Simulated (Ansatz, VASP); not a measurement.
## Two plane-wave programs on Mg2Zr3

```
CELL_PARAMETERS angstrom
4.92346 0.00000 0.00000
-2.46173 4.26384 0.00000
0.00000 0.00000 6.26921
ATOMIC_POSITIONS crystal
Mg 0.66667 0.33333 0.36028
Mg 0.33333 0.66667 0.63972
Zr 0.66667 0.33333 0.88040
Zr 0.33333 0.66667 0.11960
Zr 0.00000 0.00000 0.00000
```

Change from the starting cell: species swapped into the In2Au3 type (P-3m1, No. 164).

Alike in both runs: functional PBE; k mesh 12 × 12 × 6; occupations gaussian, width 0.1 eV; no spin polarisation.

Ansatz relaxed the structure, and its values are those at the end. VASP's run is a single point on that final structure, the one shown.

|  | VASP | Ansatz |
| --- | --- | --- |
| version | VASP 6.6.1 | Ansatz 0.2.0 |
| potentials or method | VASP PAW PBE potentials, release 64 (Mg, Zr_sv), cutoff 520 eV | scalar-relativistic, plane waves, PAW |
| valence electrons in the cell | 40 | 56 |

|  | VASP | Ansatz | Ansatz less VASP |
| --- | --- | --- | --- |
| gap on the k mesh at the Fermi level (eV) | none | none | - |
| pressure (GPa) | 0.0 | 0.0 | +0.03 |

A gap of «none» marks a metal or a gap that the smearing closes. With one functional, cell and mesh, what is left measures potentials, basis and numerics. VASP's potentials hold 40 valence electrons a cell and Ansatz's 56, so a difference there can come from the potentials and not from the codes.
